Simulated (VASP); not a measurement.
Set up this calculation in VASP 6.6.1, as the native input.

| Property | Result |
| --- | --- |
| Task | electric field gradients |
| Functional | LDA |
| Potentials or basis | VASP PAW LDA potentials, release 64 (Mg, Sn_d) |
| Cutoff | 520 eV |
| k mesh | 11 × 11 × 11 |
| Occupations | fermi-dirac, width 0.08 eV |
| Spin | no spin polarisation |
| Dipole correction | no |
| Further INCAR settings | ALGO = Normal; EDIFF = 1e-08; NBANDS = 16 |

The structure of Mg2Sn lies in POSCAR:

```
Mg2Sn
1.0
    0.0000000000      3.4239722052      3.4239722052
    3.4239722052      0.0000000000      3.4239722052
    3.4239722052      3.4239722052      0.0000000000
Mg Sn
2 1
Direct
    0.2500000000      0.2500000000      0.2500000000
    0.7500000000      0.7500000000      0.7500000000
    0.0000000000      0.0000000000      0.0000000000
```

This cell differs from its parent crystal: volume scaled by 1.04.

One way to write it, as run:

INCAR

```
SYSTEM = Mg2Sn
ALGO = Normal ; EDIFF = 1E-8
ENCUT = 520 ; GGA_COMPAT = .FALSE.
ISIF = 2 ; ISMEAR = -1
LASPH = .TRUE. ; LCHARG = .FALSE.
LEFG = .TRUE. ; LREAL = .FALSE.
LWAVE = .FALSE. ; NBANDS = 16
NELM = 120 ; PREC = Accurate
SIGMA = 0.08
```

KPOINTS

```
k-points
0
G
  11 11 11
  0 0 0
```

Potentials or basis: VASP PAW LDA potentials, release 64 (Mg, Sn_d).

Run with:

```bash
$ cat potpaw_LDA.64/Mg/POTCAR potpaw_LDA.64/Sn_d/POTCAR > POTCAR
$ mpirun -np 1 vasp_std > vasp.out
```

Results of the run:

```json
{
 "Pressure": "-3.5 GPa",
 "Band gap on the k mesh": "zero (band 9 reaches 3.80 eV, above the bottom of band 10 at 3.58 eV)"
}
```

Caveat: without QUAD_EFG the Cq values of the log hold for a quadrupole moment of 1 mb, not for the nuclei; spin-orbit coupling is left out, which moves the levels of the heavy elements.

Wall time 83 s on 1 thread of Intel(R) Xeon(R) Platinum 8488C (Sapphire Rapids), on a shared host, peak memory 0.22 GiB.
